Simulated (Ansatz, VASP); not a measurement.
## Two plane-wave programs on Pb2O

The input POSCAR:

```
Pb2O
1.0
    5.3800000000      0.0000000000      0.0000000000
    0.0000000000      5.3800000000      0.0000000000
    0.0000000000      0.0000000000      5.3800000000
Pb O
4 2
Direct
    0.2500000000      0.2500000000      0.2500000000
    0.7500000000      0.7500000000      0.2500000000
    0.2500000000      0.7500000000      0.7500000000
    0.7500000000      0.2500000000      0.7500000000
    0.0000000000      0.0000000000      0.0000000000
    0.5000000000      0.5000000000      0.5000000000
```

Contents of INCAR.step1:

```
  ALGO = Normal
  EDIFF = 1E-4
  ENCUT = 520
  GGA = PE
  ISMEAR = -1
  LASPH = T
  LCHARG = F
  LREAL = F
  LWAVE = T
  NBANDS = 43
  NELM = 60
  PREC = Accurate
  SIGMA = 0.05
```

The input INCAR.step2:

```
  ALGO = Normal
  EDIFF = 1E-8
  ENCUT = 520
  ISIF = 2
  ISMEAR = -1
  ISTART = 1
  LASPH = T
  LCHARG = F
  LEFG = T
  LMIXTAU = T
  LREAL = F
  LWAVE = F
  METAGGA = R2SCAN
  NBANDS = 43
  NELM = 60
  PREC = Accurate
  SIGMA = 0.05
```

The input KPOINTS:

```
k-points
0
Gamma
  6 6 6
```

Input for Ansatz:

```yaml
crystal:
  lattice:
    - [5.38, 0.0, 0.0]
    - [0.0, 5.38, 0.0]
    - [0.0, 0.0, 5.38]
  atoms:
    - { symbol: Pb, position: [0.25, 0.25, 0.25] }
    - { symbol: Pb, position: [0.75, 0.75, 0.25] }
    - { symbol: Pb, position: [0.25, 0.75, 0.75] }
    - { symbol: Pb, position: [0.75, 0.25, 0.75] }
    - { symbol: O, position: [0.0, 0.0, 0.0] }
    - { symbol: O, position: [0.5, 0.5, 0.5] }
kpoints:
  mp_grid: { grid: [6, 6, 6] }
scf:
  occupations: { method: fermi_dirac, width: 0.05 }
hamiltonian:
  xc: r2scan
  pseudopotentials: { kind: paw }
output:
  forces: true
  stress: true
  populations: true
  efg: { quadrupole_moments_barn: { O: -0.02558 }, contact_densities: true }
  write_density: true
  write_potential: true
  elf: true
  volumetric_format: npy
```

Alike in both runs: task electric field gradients; functional r2SCAN; k mesh 6 × 6 × 6; occupations fermi-dirac, width 0.05 eV; no spin polarisation.

|  | VASP | Ansatz |
| --- | --- | --- |
| version | VASP 6.6.1 | Ansatz 0.2.0 |
| potentials or method | VASP PAW PBE potentials, release 64 (Pb_d, O) | plane-wave PAW, scalar-relativistic |
| plane-wave cutoff (eV) | 520 | 500 |
| valence electrons in the cell | 68 | 68 |

Ansatz gave:

| Property | Result |
| --- | --- |
| pressure (GPa) | 1.0 |
| size of Vzz on the site where it differs most (V/Å²) | 114.3 |

Task: What did VASP give for the same quantities?

Result: Pressure (GPa): 1.2; size of Vzz on the site where it differs most (V/Å²): 36.3.

VASP's potentials were made for PBE, not for r2SCAN. One of these differences is far larger than is usual between the two programs; its cause wasn't traced.

Neither program's run includes spin-orbit coupling.
